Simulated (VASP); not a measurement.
# MgO (P4/mmm) in VASP: notebook

Runs on MgO. Level: PBE. Tasks: single point.

Program: VASP 6.6.1. These are calculated values, not measurements. Logs are shortened: lines on timing, memory, paths and dates and some standing lists are left out, and cuts for length are marked.

## 1. The cell of the first run

It takes space group P4/mmm (No. 123, tetragonal). Conventional cell: a = 2.539 Å, b = 2.539 Å, c = 2.605 Å, α = 90.00°, β = 90.00°, γ = 90.00°. Mg (site symmetry 4/mmm) has 8 O at 2.22 Å and 6 Mg at 2.54 to 2.60 Å within 2.9 Å. Within 2.9 Å of O (site symmetry 4/mmm) lie 8 Mg at 2.22 Å and 6 O at 2.54 to 2.60 Å.

## 2. Single point, PBE (epitaxial xy strain -3.2%)

The input, INCAR:

```
ALGO = Normal
EDIFF = 1E-6
ENCUT = 520
GGA = PE
ISIF = 2
ISMEAR = -1
LASPH = T
LCHARG = F
LREAL = F
LWAVE = F
NBANDS = 11
NELM = 100
PREC = Accurate
SIGMA = 0.02
```

The input, KPOINTS:

```
k-points
0
Gamma
  10 10 10
```

The input, POSCAR:

```
MgO
1.0
    2.5391396215      0.0000000000      0.0000000000
    0.0000000000      2.5391396215      0.0000000000
    0.0000000000      0.0000000000      2.6049512779
Mg O
1 1
Direct
    0.0000000000      0.0000000000      0.0000000000
    0.5000000000      0.5000000000      0.5000000000
```

Potentials or basis: VASP PAW PBE potentials, release 64 (Mg, O).

The run is started by

```bash
> cat potpaw_PBE.64/Mg/POTCAR potpaw_PBE.64/O/POTCAR > POTCAR
> mpirun -np 1 vasp_std > vasp.out
```

OUTCAR:

```text
EDIFF = 1E-6
   ENCUT = 520
   GGA = PE
   ISIF = 2
   ISMEAR = -1
   LASPH = T
   LREAL = F
   NELM = 100
   PREC = Accurate

 ion  position               nearest neighbor table
   1  0.000  0.000  0.000-   2 2.22   2 2.22   2 2.22   2 2.22   2 2.22   2 2.22   2 2.22   2 2.22

   2  0.500  0.500  0.500-   1 2.22   1 2.22   1 2.22   1 2.22   1 2.22   1 2.22   1 2.22   1 2.22

  LATTYP: Found a simple tetragonal cell.
 ALAT       =     2.5391396215
 C/A-ratio  =     1.0259188805

  Lattice vectors:

 A1 = (   2.5391396215,   0.0000000000,   0.0000000000)
 A2 = (   0.0000000000,   2.5391396215,   0.0000000000)
 A3 = (   0.0000000000,   0.0000000000,   2.6049512779)

Analysis of symmetry for initial positions (statically):
=====================================================================
 Subroutine PRICEL returns:
 Original cell was already a primitive cell.

 Routine SETGRP: Setting up the symmetry group for a
 simple tetragonal supercell.

 Subroutine GETGRP returns: Found 16 space group operations
 (whereof 16 operations were pure point group operations)
 out of a pool of 16 trial point group operations.

The static configuration has the point symmetry D_4h.

Analysis of symmetry for dynamics (positions and initial velocities):
=====================================================================
 Subroutine PRICEL returns:
 Original cell was already a primitive cell.

 Routine SETGRP: Setting up the symmetry group for a
 simple tetragonal supercell.

 Subroutine GETGRP returns: Found 16 space group operations
 (whereof 16 operations were pure point group operations)
 out of a pool of 16 trial point group operations.

The dynamic configuration has the point symmetry D_4h.

 Subroutine INISYM returns: Found 16 space group operations
 (whereof 16 operations are pure point group operations),
 and found     1 'primitive' translations

----------------------------------------------------------------------------------------

                                     Primitive cell

  volume of cell :      16.7947

  direct lattice vectors                    reciprocal lattice vectors
     2.539139621  0.000000000  0.000000000     0.393834192  0.000000000  0.000000000
     0.000000000  2.539139621  0.000000000     0.000000000  0.393834192  0.000000000
     0.000000000  0.000000000  2.604951278     0.000000000  0.000000000  0.383884339

  length of vectors
     2.539139621  2.539139621  2.604951278     0.393834192  0.393834192  0.383884339

[... 87 lines left out ...]
   ISYM   =      2    0-nonsym 1-usesym 2-fastsym
   POTIM  = 0.5000    time-step for ionic-motion
   TEBEG  =    0.0;   TEEND  =   0.0 temperature during run
   PSTRESS=    0.0 pullay stress
   NELECT =       8.0000    total number of electrons
   NUPDOWN=      -1.0000    fix difference up-down
   EMIN   =  10.00;   EMAX   =-10.00  energy-range for DOS
   EFERMI =   0.00;   METHOD = LEGACY
   ISMEAR =    -1;   SIGMA  =   0.02  broadening in eV -4-tet -1-fermi 0-gaus
   EFERMI_NEDOS =   21; number of points for ismear=-14 and -15
   IALGO  =     38    algorithm
   IMIX   =      4    mixing-type and parameters
     AMIX     =   0.40;   BMIX     =  1.00
     AMIX_MAG =   1.60;   BMIX_MAG =  1.00
  volume/ion in A,a.u.               =       8.40        56.67
  Fermi-wavevector in a.u.,A,eV,Ry     =   1.278539  2.416088 22.240919  1.634661
  Thomas-Fermi vector in A             =   2.411076
   LORBIT       =      0    0 simple, 1 ext, 2 COOP (PROOUT), +10 PAW based schemes
   GGA     = PE    functional components
   LHFCALC =     F    Hartree Fock is set to
   AEXX    =    0.0000 exact exchange contribution
   IVDW    =     0    specifies the selected vdW correction
   LEPSILON=     F    determine dielectric tensor
   LRPA    =     F    only Hartree local field effects (RPA)
 non-spin polarized calculation
  energy-cutoff  :      520.00
  volume of cell :       16.79
 maximum number of plane-waves:       466
 NGX is ok and might be reduce to    20
   NGX =  9   NGY =  9   NGZ =  9

 number of electron       8.0000004 magnetization

 Free energy of the ion-electron system (eV)
  ---------------------------------------------------
  ext. energy  EPLUGINS =         0.00000000
  ---------------------------------------------------
  free energy    TOTEN  =       -10.27659097 eV

  energy without entropy =      -10.27659097  energy(sigma->0) =      -10.27659097

 E-fermi :   6.4409     XC(G=0): -11.7145

 val. band max:        5.9200575066   @ k =   0.5000   0.0000   0.5000
 cond. band min:       9.1241024734   @ k =   0.0000   0.0000   0.0000
 fundamental gap:      3.2040449668
 Fermi energy:         6.4409270337

 k-point     1 :       0.0000    0.0000    0.0000
  band No.  band energies     occupation
      1     -13.2896      2.00000
      2       4.4379      2.00000
      3       4.8640      2.00000
      4       4.8640      2.00000
      5       9.1241      0.00000
      6      16.2014      0.00000
      7      16.6771      0.00000
      8      27.0194      0.00000
      9      27.7919      0.00000
     10      27.7919      0.00000
     11      34.1645      0.00000
[... 309 lines left out ...]
 k-point    24 :       0.2000    0.0000    0.1000
  band No.  band energies     occupation
      1     -12.7518      2.00000
      2       2.2968      2.00000
      3       3.9318      2.00000
      4       5.0681      2.00000
      5      11.2626      0.00000
      6      17.3192      0.00000
      7      17.4901      0.00000
      8      25.5917      0.00000
      9      27.0341      0.00000
     10      29.4096      0.00000
     11      29.5903      0.00000

 [... further k-points ...]

------------------------ aborting loop because EDIFF is reached ----------------------------------------

  FORCE on cell =-STRESS in cart. coord.  units (eV):
  Direction    XX          YY          ZZ          XY          YZ          ZX
  --------------------------------------------------------------------------------------
  -------------------------------------------------------------------------------------
  Total        2.6905880      2.6905880      0.6633983      0.0000000     -0.0000000      0.0000000
  in kB      256.6758512    256.6758512     63.2866625      0.0000000     -0.0000000      0.0000000
  external PRESSURE =     192.2127883 kB  Pullay stress =       0.0000000 kB

 VOLUME and BASIS-vectors are now :
 -----------------------------------------------------------------------------
  energy-cutoff  :      520.00
  volume of cell :       16.79
      direct lattice vectors                 reciprocal lattice vectors
     2.539139621  0.000000000  0.000000000     0.393834192  0.000000000  0.000000000
     0.000000000  2.539139621  0.000000000     0.000000000  0.393834192  0.000000000
     0.000000000  0.000000000  2.604951278     0.000000000  0.000000000  0.383884339

 POSITION                                       TOTAL-FORCE (eV/Angst)
 -----------------------------------------------------------------------------------
      0.00000      0.00000      0.00000         0.000000      0.000000      0.000000
      1.26957      1.26957      1.30248         0.000000      0.000000      0.000000
 -----------------------------------------------------------------------------------
    total drift:                                0.000000      0.000000      0.000000

  FREE ENERGIE OF THE ION-ELECTRON SYSTEM (eV)
  ---------------------------------------------------
  free  energy   TOTEN  =       -10.2765909661 eV

  energy  without entropy=      -10.2765909661  energy(sigma->0) =      -10.27659097
```

OSZICAR:

```text
N       E                     dE             d eps       ncg     rms          rms(c)
DAV:   1     0.121522978313E+02    0.12152E+02   -0.46039E+03  3356   0.651E+02
DAV:   2    -0.115407987424E+02   -0.23693E+02   -0.22982E+02  3219   0.131E+02
DAV:   3    -0.119415741747E+02   -0.40078E+00   -0.40052E+00  3247   0.144E+01
DAV:   4    -0.119423519046E+02   -0.77773E-03   -0.77772E-03  2985   0.712E-01
DAV:   5    -0.119423539340E+02   -0.20294E-05   -0.20293E-05  3273   0.356E-02    0.712E+00
DAV:   6    -0.103381344271E+02    0.16042E+01   -0.78918E+00  2820   0.159E+01    0.207E+00
DAV:   7    -0.103010308280E+02    0.37104E-01   -0.59308E-02  3045   0.211E+00    0.130E+00
DAV:   8    -0.102768192209E+02    0.24212E-01   -0.29870E-02  2991   0.180E+00    0.201E-01
DAV:   9    -0.102766229016E+02    0.19632E-03   -0.30060E-04  3160   0.127E-01    0.124E-01
DAV:  10    -0.102765922708E+02    0.30631E-04   -0.18652E-04  2921   0.114E-01    0.763E-03
DAV:  11    -0.102765911006E+02    0.11702E-05   -0.54509E-06  3068   0.159E-02    0.258E-03
DAV:  12    -0.102765909661E+02    0.13449E-06   -0.10030E-07  1614   0.308E-03
   1 F= -.10276591E+02 E0= -.10276591E+02  d E =-.129093E-13
```

stdout:

```text
POSCAR found type information on POSCAR MgO
 POSCAR found :  2 types and       2 ions
 scaLAPACK will be used
 LDA part: xc-table for (Slater+PW92), standard interpolation
 POSCAR, INCAR and KPOINTS ok, starting setup
 FFT: planning ... GRIDC
 FFT: planning ... GRID_SOFT
 FFT: planning ... GRID
 WAVECAR not read
 entering main loop
```

It took 6.9 s on 1 thread of Intel Xeon 6975P-C (Granite Rapids), shared host; peak memory 0.14 GiB.

Results:

| Quantity | Value |
| --- | --- |
| Free energy | -10.2766 eV |
| Pressure | 19.2 GPa |
| Band gap on the k mesh | 3.20 eV (least direct gap 4.26 eV) |

Stress tensor (GPa, compression positive):
```
25.67  0.00  0.00
 0.00 25.67  0.00
 0.00  0.00  6.33
```

Caveat: the cell differs from its parent crystal (epitaxial xy strain -3.2%); the stress differs along the axes, from 6 to 26 GPa; the structure was generated, so it needn't be the stable form of MgO.

[end of part 1 of 2]
